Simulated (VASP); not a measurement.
Crystal: CdH6.

```
CELL_PARAMETERS angstrom
3.55275 0.00000 0.00000
0.00000 3.55275 0.00000
0.00000 0.00000 5.15492
ATOMIC_POSITIONS crystal
Cd 0.00000 0.00000 0.50000
H 0.17956 0.17956 0.00000
H 0.82044 0.82044 0.00000
H 0.82044 0.17956 0.00000
H 0.17956 0.82044 0.00000
H 0.50000 0.00000 0.50000
H 0.00000 0.50000 0.50000
```

* Program: VASP 6.6.1
* Task: relaxation of cell and atoms
* Functional: PBE
* Potentials or basis: VASP PAW PBE potentials, release 64 (Cd, H)
* Cutoff: 600 eV
* k mesh: 6 × 6 × 4
* Occupations: gaussian, width 0.1 eV
* Spin: no spin polarisation

At the start: pressure 0.2 GPa; volume 9.30 Å³/atom.

Question: Where does the relaxation end?

Answer: Over 5 steps the energy falls by 3.7 meV/atom and the volume is 9.52 Å³/atom (+2.5 %); space group P4/mmm (No. 123, to 0.05 Å).

The path:
```
step  energy change (eV)  largest force (eV/Å)  pressure (GPa)  volume (Å³)
   1              0.0000                0.0382            0.17        65.07
   2             -0.0073                0.0374            0.33        65.15
   3             -0.0195                0.0351            0.85        65.40
   4             -0.0205                0.0340            1.08        65.49
   5             -0.0256                0.0352            0.38        66.67
```

Final structure:
```
CELL_PARAMETERS angstrom
3.51980 0.00000 0.00000
0.00000 3.51980 0.00000
0.00000 0.00000 5.38129
ATOMIC_POSITIONS crystal
Cd 0.00000 0.00000 0.50000
H 0.18242 0.18242 0.00000
H 0.81758 0.81758 0.00000
H 0.81758 0.18242 0.00000
H 0.18242 0.81758 0.00000
H 0.50000 0.00000 0.50000
H 0.00000 0.50000 0.50000
```
